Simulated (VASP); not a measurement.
# BN (Fmm2) in VASP: further runs

The runs below take BN through single point, with PBEsol.

Everything below comes from runs of VASP 6.6.1. Logs are shortened: lines on timing, memory, paths and dates and some standing lists are left out, and cuts for length are marked.

## 1. The cell of the first run

Symmetry: Fmm2, No. 42, orthorhombic system. Conventional cell: a = 2.399 Å, b = 6.699 Å, c = 4.151 Å, α = 90.00°, β = 90.00°, γ = 90.00°. B (site symmetry mm2) has 3 N at 1.38 Å within 1.8 Å. N (site symmetry mm2) has 3 B at 1.38 Å within 1.8 Å.

## 2. Single point, PBEsol

Input file INCAR:

```
SYSTEM = BN
  PREC = Accurate
  ENCUT = 520
  EDIFF = 1E-6
  ISMEAR = 0
  SIGMA = 0.01
  LREAL = .False.
  LASPH = .True.
  NELM = 80
  ALGO = Normal
  ISIF = 2
  LWAVE = .False.
  LCHARG = .False.
  GGA = PS
  NBANDS = 11
```

Input file KPOINTS:

```
Automatic mesh
0
Gamma
  10 10 10
  0 0 0
```

Input file POSCAR:

```
BN
1.0
    0.0000000000      3.3495051349      2.0757305159
    1.1994189795      0.0000000000      2.0757305159
    1.1994189795      3.3495051349      0.0000000000
B N
1 1
Direct
    0.0000486500      0.0000486500      0.9999513500
    0.6666666667      0.6666666667      0.3333333333
```

Potentials or basis: VASP PAW PBE potentials, release 64 (B, N).

Started as:

```
> cat potpaw_PBE.64/B/POTCAR potpaw_PBE.64/N/POTCAR > POTCAR
> mpirun -np 1 vasp_std > vasp.out
```

OUTCAR:

```text
SYSTEM = BN
   PREC = Accurate
   ENCUT = 520
   EDIFF = 1E-6
   ISMEAR = 0
   LREAL = .False.
   LASPH = .True.
   NELM = 80
   ISIF = 2
   GGA = PS

 ion  position               nearest neighbor table
   1  0.000  0.000  1.000-   2 1.38   2 1.38   2 1.38
   2  0.667  0.667  0.333-   1 1.38   1 1.38   1 1.38

  LATTYP: Found a face centered orthorhombic cell.
 ALAT       =     2.3988379590
 B/A-ratio  =     1.7306133648
 C/A-ratio  =     2.7926064137

  Lattice vectors:

 A1 = (  -0.0000000000,   3.3495051349,   2.0757305159)
 A2 = (  -1.1994189795,   3.3495051349,   0.0000000000)
 A3 = (  -1.1994189795,   0.0000000000,   2.0757305159)

Analysis of symmetry for initial positions (statically):
=====================================================================
 Subroutine PRICEL returns:
 Original cell was already a primitive cell.

 Routine SETGRP: Setting up the symmetry group for a
 face centered orthorhombic supercell.

 Subroutine GETGRP returns: Found  4 space group operations
 (whereof  4 operations were pure point group operations)
 out of a pool of  8 trial point group operations.

The static configuration has the point symmetry C_2v.

Analysis of symmetry for dynamics (positions and initial velocities):
=====================================================================
 Subroutine PRICEL returns:
 Original cell was already a primitive cell.

 Routine SETGRP: Setting up the symmetry group for a
 face centered orthorhombic supercell.

 Subroutine GETGRP returns: Found  4 space group operations
 (whereof  4 operations were pure point group operations)
 out of a pool of  8 trial point group operations.

The dynamic configuration has the point symmetry C_2v.

 Subroutine INISYM returns: Found  4 space group operations
 (whereof  4 operations are pure point group operations),
 and found     1 'primitive' translations

----------------------------------------------------------------------------------------

                                     Primitive cell

  volume of cell :      16.6783

  direct lattice vectors                    reciprocal lattice vectors
     0.000000000  3.349505135  2.075730516    -0.416868508  0.149275783  0.240879053
     1.199418980  0.000000000  2.075730516     0.416868508 -0.149275783  0.240879053
     1.199418980  3.349505135  0.000000000     0.416868508  0.149275783 -0.240879053

  length of vectors
     3.940538266  2.397345003  3.557778877     0.504068775  0.504068775  0.504068775

  position of ions in fractional coordinates (direct lattice)
     0.000048650  0.000048650  0.999951350
     0.666666667  0.666666667  0.333333333

  ion indices of the primitive-cell ions
   primitive index   ion index
                 1           1
                 2           2

----------------------------------------------------------------------------------------

 KPOINTS: Automatic mesh

Automatic generation of k-mesh.
 Grid dimensions read from file:
 generate k-points for:   10   10   10

 Generating k-lattice:

  Cartesian coordinates                     Fractional coordinates (reciprocal lattice)
    -0.041686851  0.014927578  0.024087905     0.100000000  0.000000000 -0.000000000
     0.041686851 -0.014927578  0.024087905     0.000000000  0.100000000  0.000000000
     0.041686851  0.014927578 -0.024087905    -0.000000000 -0.000000000  0.100000000

  Length of vectors
     0.050406877  0.050406877  0.050406877

  Shift w.r.t. Gamma in fractional coordinates (k-lattice)
     0.000000000  0.000000000  0.000000000

 Subroutine IBZKPT returns following result:
 ===========================================

 Found    171 irreducible k-points:

 Following reciprocal coordinates:
            Coordinates               Weight
  0.000000  0.000000  0.000000      1.000000
  0.100000  0.000000 -0.000000      8.000000
  0.200000  0.000000 -0.000000      8.000000
  0.300000  0.000000  0.000000      8.000000
  0.400000  0.000000  0.000000      8.000000
  0.500000  0.000000 -0.000000      4.000000
[... 16 lines left out ...]
  0.300000  0.300000  0.000000      2.000000
  0.400000  0.300000  0.000000      8.000000
 [... further k-points ...]
   k-points           NKPTS =    171   k-points in BZ     NKDIM =    171   number of bands    NBANDS=     11
   number of dos      NEDOS =    301   number of ions     NIONS =      2
   total plane-waves  NPLWV =  15120
   dimension x,y,z NGX =    30 NGY =   18 NGZ =   28
   dimension x,y,z NGXF=    60 NGYF=   36 NGZF=   56
   ions per type =               1   1
   NGX,Y,Z   is equivalent  to a cutoff of  12.66, 12.48, 13.08 a.u.
   NGXF,Y,Z  is equivalent  to a cutoff of  25.31, 24.96, 26.17 a.u.
 SYSTEM =  BN
   PREC   = accura    normal or accurate (medium, high low for compatibility)
   ISTART =      0    job   : 0-new  1-cont  2-samecut
   ICHARG =      2    charge: 1-file 2-atom 10-const
   ISPIN  =      1    spin polarized calculation?
   LNONCOLLINEAR =      F non collinear calculations
   LSORBIT =      F    spin-orbit coupling
   LASPH  =      T    aspherical Exc in radial PAW
   ENCUT  =  520.0 eV  38.22 Ry    6.18 a.u.   7.33  4.46  6.62*2*pi/ulx,y,z
   NELM   =     80;   NELMIN=  2; NELMDL= -5     # of ELM steps
   EDIFF  = 0.1E-05   stopping-criterion for ELM
   LREAL  =      F    real-space projection
   EDIFFG = 0.1E-04   stopping-criterion for IOM
   NSW    =      0    number of steps for IOM
   IBRION =     -1    ionic relax: 0-MD 1-quasi-New 2-CG
   NFREE  =      0    steps in history (QN), initial steepest desc. (CG)
   ISIF   =      2    stress and relaxation
   ISYM   =      2    0-nonsym 1-usesym 2-fastsym
   POTIM  = 0.5000    time-step for ionic-motion
   TEBEG  =    0.0;   TEEND  =   0.0 temperature during run
   PSTRESS=    0.0 pullay stress
   NELECT =       8.0000    total number of electrons
   NUPDOWN=      -1.0000    fix difference up-down
   EMIN   =  10.00;   EMAX   =-10.00  energy-range for DOS
   EFERMI =   0.00;   METHOD = LEGACY
   ISMEAR =     0;   SIGMA  =   0.01  broadening in eV -4-tet -1-fermi 0-gaus
   EFERMI_NEDOS =   21; number of points for ismear=-14 and -15
   IALGO  =     38    algorithm
   IMIX   =      4    mixing-type and parameters
     AMIX     =   0.40;   BMIX     =  1.00
     AMIX_MAG =   1.60;   BMIX_MAG =  1.00
  volume/ion in A,a.u.               =       8.34        56.28
  Fermi-wavevector in a.u.,A,eV,Ry     =   1.281506  2.421695 22.344272  1.642258
  Thomas-Fermi vector in A             =   2.413872
   LORBIT       =      0    0 simple, 1 ext, 2 COOP (PROOUT), +10 PAW based schemes
   GGA     = PS    functional components
   LHFCALC =     F    Hartree Fock is set to
   AEXX    =    0.0000 exact exchange contribution
   IVDW    =     0    specifies the selected vdW correction
   LEPSILON=     F    determine dielectric tensor
   LRPA    =     F    only Hartree local field effects (RPA)
 non-spin polarized calculation
 Gauss-broadening in eV      SIGMA  =   0.01
  energy-cutoff  :      520.00
  volume of cell :       16.68
 maximum number of plane-waves:       467
 NGX is ok and might be reduce to    30
   NGX = 15   NGY =  9   NGZ = 13

 number of electron       7.9999999 magnetization

 Free energy of the ion-electron system (eV)
  ---------------------------------------------------
  ext. energy  EPLUGINS =         0.00000000
  ---------------------------------------------------
  free energy    TOTEN  =       -18.02883163 eV

  energy without entropy =      -18.02883163  energy(sigma->0) =      -18.02883163

 E-fermi :   2.8630     XC(G=0): -10.5131

 val. band max:        2.7607626776   @ k =   0.4000  -0.4000   0.1000
 cond. band min:       6.5903350557   @ k =   0.0000   0.5000   0.5000
 fundamental gap:      3.8295723781
 Fermi energy:         2.8629946347

 k-point     1 :       0.0000    0.0000    0.0000
  band No.  band energies     occupation
      1     -15.8520      2.00000
      2      -2.2529      2.00000
      3       1.5714      2.00000
      4       1.5827      2.00000
      5       7.5907      0.00000
      6      15.3586      0.00000
      7      15.4307      0.00000
      8      17.3684      0.00000
      9      19.7239      0.00000
     10      30.4396      0.00000
     11      31.5778      0.00000

 k-point     2 :       0.1000    0.0000   -0.0000
  band No.  band energies     occupation
      1     -15.6313      2.00000
      2      -2.0412      2.00000
      3       0.7367      2.00000
      4       1.1546      2.00000
      5       8.0624      0.00000
      6      15.3155      0.00000
      7      16.3375      0.00000
      8      16.5474      0.00000
      9      20.3975      0.00000
     10      28.9468      0.00000
     11      31.0042      0.00000

 k-point     3 :       0.2000    0.0000   -0.0000
  band No.  band energies     occupation
      1     -14.9863      2.00000
      2      -1.4504      2.00000
      3      -1.2309      2.00000
      4       0.2188      2.00000
      5       9.3034      0.00000
      6      14.4368      0.00000
      7      15.1611      0.00000
      8      18.8514      0.00000
      9      21.8465      0.00000
     10      25.5220      0.00000
     11      30.2160      0.00000

 k-point     4 :       0.3000    0.0000    0.0000
  band No.  band energies     occupation
      1     -13.9842      2.00000
      2      -3.6639      2.00000
      3      -0.7255      2.00000
      4      -0.3579      2.00000
      5      10.4969      0.00000
      6      12.3548      0.00000
      7      15.1043      0.00000
      8      22.1743      0.00000
      9      22.5222      0.00000
     10      23.8001      0.00000
     11      28.6022      0.00000
[... 239 lines left out ...]
 k-point    22 :      -0.2000    0.2000    0.0000
  band No.  band energies     occupation
      1     -13.4080      2.00000
      2      -4.0437      2.00000
      3      -2.1907      2.00000
      4       0.1326      2.00000
      5      10.2990      0.00000
      6      13.3414      0.00000
      7      16.9702      0.00000
      8      19.9097      0.00000
      9      20.3916      0.00000
     10      25.3613      0.00000
     11      27.7204      0.00000

 k-point    23 :       0.3000    0.3000    0.0000
  band No.  band energies     occupation
      1     -14.0255      2.00000
      2      -3.7452      2.00000
      3      -0.7157      2.00000
      4       0.0629      2.00000
      5      10.3704      0.00000
      6      12.3767      0.00000
      7      15.1054      0.00000
      8      21.1730      0.00000
      9      22.2973      0.00000
     10      25.2385      0.00000
     11      27.1124      0.00000

 k-point    24 :       0.4000    0.3000    0.0000
  band No.  band energies     occupation
      1     -13.3116      2.00000
      2      -4.8434      2.00000
      3      -1.6445      2.00000
      4       0.9022      2.00000
      5      10.7919      0.00000
      6      11.7993      0.00000
      7      15.8378      0.00000
      8      19.9574      0.00000
      9      21.8903      0.00000
     10      24.1664      0.00000
     11      28.6018      0.00000

 [... further k-points ...]
[... 5 lines left out ...]
  --------------------------------------------------------------------------------------
  -------------------------------------------------------------------------------------
  Total        5.9056784      0.0838955      5.9069338      0.0000000      0.0000000      0.0000000
  in kB      567.3196717      8.0592931    567.4402683      0.0000000      0.0000000      0.0000000
  external PRESSURE =     380.9397444 kB  Pullay stress =       0.0000000 kB

 VOLUME and BASIS-vectors are now :
 -----------------------------------------------------------------------------
  energy-cutoff  :      520.00
  volume of cell :       16.68
      direct lattice vectors                 reciprocal lattice vectors
     0.000000000  3.349505135  2.075730516    -0.416868508  0.149275783  0.240879053
     1.199418980  0.000000000  2.075730516     0.416868508 -0.149275783  0.240879053
     1.199418980  3.349505135  0.000000000     0.416868508  0.149275783 -0.240879053

 POSITION                                       TOTAL-FORCE (eV/Angst)
 -----------------------------------------------------------------------------------
      1.19942      3.34951      0.00020         0.000000      0.000000      0.020272
      1.19942      3.34951      2.76764         0.000000      0.000000     -0.020272
 -----------------------------------------------------------------------------------
    total drift:                               -0.000001      0.000005     -0.000014

  FREE ENERGIE OF THE ION-ELECTRON SYSTEM (eV)
  ---------------------------------------------------
  free  energy   TOTEN  =       -18.0288316254 eV

  energy  without entropy=      -18.0288316254  energy(sigma->0) =      -18.02883163
```

It took 14 s on 1 thread of Intel Xeon 6975P-C (Granite Rapids), shared host; peak memory 0.16 GiB.

What came out:

* Free energy: -18.0288 eV
* Pressure: 38.1 GPa
* Largest force: 0.020 eV/Å
* Band gap on the k mesh: 3.83 eV, indirect (least direct gap 4.99 eV)

Forces in eV/Å, atoms in the order of the input:
```
B    0.000  0.000  0.020
N    0.000  0.000 -0.020
```

Levels at points of the mesh, in eV from the valence-band top:
```tsv
k point	band 2	band 3	band 4	band 5	band 6	band 7
(0.00, 0.00, 0.00)	-5.01	-1.19	-1.18	4.83	12.60	12.67
(0.50, 0.00, 0.00)	-9.49	-4.37	-1.13	4.79	11.15	14.05
(0.50, 0.50, 0.00)	-9.60	-4.36	-0.51	6.22	10.50	12.71
(0.50, 0.00, 0.50)	-7.00	-1.21	-1.18	10.26	12.54	12.64
(0.00, 0.50, 0.50)	-9.36	-4.41	-1.68	3.83	11.27	15.38
```

Caveat: the PAW data sets were made with another functional, which shifts forces and pressure a little.

(Continued in part 2 of 3.)
